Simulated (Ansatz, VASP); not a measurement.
Two plane-wave programs on InAuC4N4

```xyz
10
Lattice="5.9796 0.0000 0.0000 0.0000 5.9796 0.0000 0.0000 0.0000 5.9796" Properties=species:S:1:pos:R:3 pbc="T T T"
In    0.0000    0.0000    0.0000
C     1.1553    1.1553    1.1553
C     1.1553    4.8243    4.8243
C     4.8243    1.1553    4.8243
C     4.8243    4.8243    1.1553
Au    2.9898    2.9898    2.9898
N     1.8308    1.8308    1.8308
N     1.8308    4.1488    4.1488
N     4.1488    1.8308    4.1488
N     4.1488    4.1488    1.8308
```

Alike in both runs: task single point; functional PBE; k mesh 4 × 4 × 4; occupations gaussian, width 0.1 eV; no spin polarisation.

```csv
,VASP,Ansatz
version,VASP 6.6.1,Ansatz 0.2.0
potentials or method,"VASP PAW PBE potentials, release 64 (In_d, C, Au, N), cutoff 520 eV","scalar-relativistic, plane waves, PAW"
valence electrons in the cell,60,68
```

|  | VASP | Ansatz | Ansatz less VASP |
| --- | --- | --- | --- |
| gap on the k mesh at the Fermi level (eV) | 3.61 | 3.60 | -0.007 |
| least direct gap on the mesh (eV) | 3.63 | 3.63 | -0.007 |
| pressure (GPa) | 9.2 | 9.0 | -0.16 |
| rms of the force components (eV/Å) | 1.342 | 1.543 | +0.2014 |

Atom by atom the forces differ by 0.203 eV/Å (rms over components). VASP's potentials hold 60 valence electrons a cell and Ansatz's 68, so a difference there can come from the potentials and not from the codes.

Spin-orbit coupling is off throughout. Noted on VASP's run: the standard files for N, O and F lose accuracy on very short bonds.
